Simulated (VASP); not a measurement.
Here is a VASP 6.6.1 calculation.

File INCAR:

```
PREC = Accurate ; ENCUT = 520
EDIFF = 1E-6 ; ISMEAR = 0
SIGMA = 0.05 ; LREAL = F
LASPH = T ; NELM = 60
ALGO = Normal ; ISIF = 2
LWAVE = F ; LCHARG = F
GGA = CA ; NBANDS = 15
```

File KPOINTS:

```
regular mesh
0
Gamma
  6 6 6
```

The input POSCAR:

```
KCl
1.0
    3.8391960000      0.0000000000      0.0000000000
    0.0000000000      3.6856281600      0.0000000000
    0.0000000000      0.0000000000      3.8391960000
K Cl
1 1
Direct
    0.0000000000      0.0000000000      0.0000000000
    0.5000000000      0.5000000000      0.5000000000
```

Potentials or basis: VASP PAW LDA potentials, release 64 (K_sv, Cl).

Command:

```sh
$ cat potpaw_LDA.64/K_sv/POTCAR potpaw_LDA.64/Cl/POTCAR > POTCAR
$ mpirun -np 1 vasp_std > vasp.out
```

Question: Estimate the pressure.

Answer: -2.6 GPa.

Question: What does it give for the band gap on the k mesh?

Answer: 4.39 eV (least direct gap 4.58 eV).

Stress tensor (GPa, compression positive):
```
-3.17  0.00  0.00
 0.00 -1.37  0.00
 0.00  0.00 -3.17
```

Caveat: the cell differs from its parent crystal (strain -0.0400 x Voigt [0, 1, 0, 0, 0, 0]). A k mesh can miss the band edges.
